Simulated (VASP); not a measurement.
**MoSe: single point with r2SCAN**

The system is MoSe.

```xyz
2
Lattice="0.0000 2.8314 2.8314 2.8314 0.0000 2.8314 2.8314 2.8314 0.0000" Properties=species:S:1:pos:R:3 pbc="T T T"
Mo    0.0000    0.0000    0.0000
Se    1.4157    1.4157    1.4157
```

- Program: VASP 6.6.1
- Task: single point
- Functional: r2SCAN
- Potentials or basis: VASP PAW PBE potentials, release 64 (Mo_sv, Se)
- Cutoff: 520 eV
- k mesh: 10 × 10 × 10
- Occupations: gaussian, width 0.025 eV
- Spin: collinear spin
- Starting moments: [3.0, 0.0] μB
- Dipole correction: no
- Further INCAR settings: ALGO = Normal; EDIFF = 1e-07; NBANDS = 21

```
Pressure                                              : 0.1 GPa
Net moment                                            : 1.28 μB per cell
Site moments                                          : Mo +1.17; Se -0.03 μB
Valence electrons inside the program's atomic spheres : Mo 12.40; Se 4.03
```

Levels at points of the mesh, in eV from the Fermi level:
Spin up:
| k point | band 9 | band 10 | band 11 | band 12 | band 13 | band 14 |
| --- | --- | --- | --- | --- | --- | --- |
| (0.00, 0.00, 0.00) | -1.69 | -1.69 | 1.26 | 4.06 | 4.06 | 4.06 |
| (0.50, 0.00, 0.00) | -1.26 | -1.26 | -0.47 | 1.97 | 1.97 | 3.80 |
| (0.50, 0.50, 0.00) | -1.81 | -0.97 | -0.83 | 0.34 | 0.34 | 5.81 |
Spin down:
| k point | band 5 | band 6 | band 7 | band 8 | band 9 | band 10 | band 11 | band 12 | band 13 | band 14 |
| --- | --- | --- | --- | --- | --- | --- | --- | --- | --- | --- |
| (0.00, 0.00, 0.00) | -15.62 | -5.32 | -5.32 | -5.32 | 0.08 | 0.08 | 1.55 | 4.35 | 4.35 | 4.35 |
| (0.50, 0.00, 0.00) | -14.96 | -6.00 | -4.89 | -4.89 | 0.06 | 0.36 | 0.36 | 2.36 | 2.36 | 4.18 |
| (0.50, 0.50, 0.00) | -14.74 | -6.38 | -4.26 | -4.26 | -1.47 | 0.62 | 0.82 | 0.82 | 1.01 | 6.21 |

Wall time 11 min on 1 thread of Intel Xeon 8259CL (shared host), peak memory 0.24 GiB.

Caveat: the PAW data sets were made with another functional, which shifts forces and pressure a little.
